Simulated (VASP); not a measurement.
Runs of VASP 6.6.1 on MgB2. The structure is that of space group P6/mmm (No. 191), or close to it. The cells are those of the table. 

| task | potentials or basis | cell | k mesh | cutoff (eV) | smearing | second run | gap on the mesh (eV) | pressure (GPa) |
| --- | --- | --- | --- | --- | --- | --- | --- | --- |
| single point | VASP PAW PBE potentials, release 64 (Mg, B) | a = 3.036, b = 3.036, c = 3.453 Å, angles 90.0, 90.0, 120.0°, 3 atoms | 9 × 9 × 6 | 520 | gaussian 0.1 eV | - | none | 5.7 |
| single point | VASP PAW PBE potentials, release 64 (Mg, B) | a = 3.036, b = 3.036, c = 3.452 Å, angles 90.0, 90.0, 120.0°, 3 atoms | 15 × 15 × 12 | 520 | fermi-dirac 0.1 eV | - | none | 5.8 |
| single point | VASP PAW PBE potentials, release 64 (Mg, B) | a = 3.066, b = 3.066, c = 3.521 Å, angles 90.0, 90.0, 120.0°, 3 atoms | 15 × 15 × 12 | 520 | gaussian 0.1 eV | - | none | (a) |
| single point | VASP PAW PBE potentials, release 64 (Mg, B) | a = 3.016, b = 3.016, c = 3.418 Å, angles 90.0, 90.0, 120.0°, 3 atoms | 15 × 15 × 12 | 520 | gaussian 0.1 eV | - | none | (b) |
| single point | VASP PAW PBE potentials, release 64 (Mg_sv, B) | a = 3.085, b = 3.085, c = 3.523 Å, angles 90.0, 90.0, 120.0°, 3 atoms | 6 × 6 × 6 | 660 | gaussian 0.1 eV | valence_matched | none | -2.3 |
| relaxation of shape and atoms at fixed volume | VASP PAW PBE potentials, release 64 (Mg, B) | relaxed from a = 3.009, b = 3.009, c = 3.435 Å, angles 90.0, 90.0, 120.0°, 3 atoms | 15 × 15 × 12 | 600 | gaussian 0.1 eV | - | none | 9.8 |

Alike in all rows: level r2SCAN; no spin polarisation.

Question: Fill in the values left out.

Answer: (a) -0.4; (b) 9.9.

Caveats: some runs use coarse meshes; the PAW data sets were made with another functional, which shifts forces and pressure a little.

A gap of «none» marks levels without a gap at the run's occupations.

The runs don't all hold the same shells in valence.
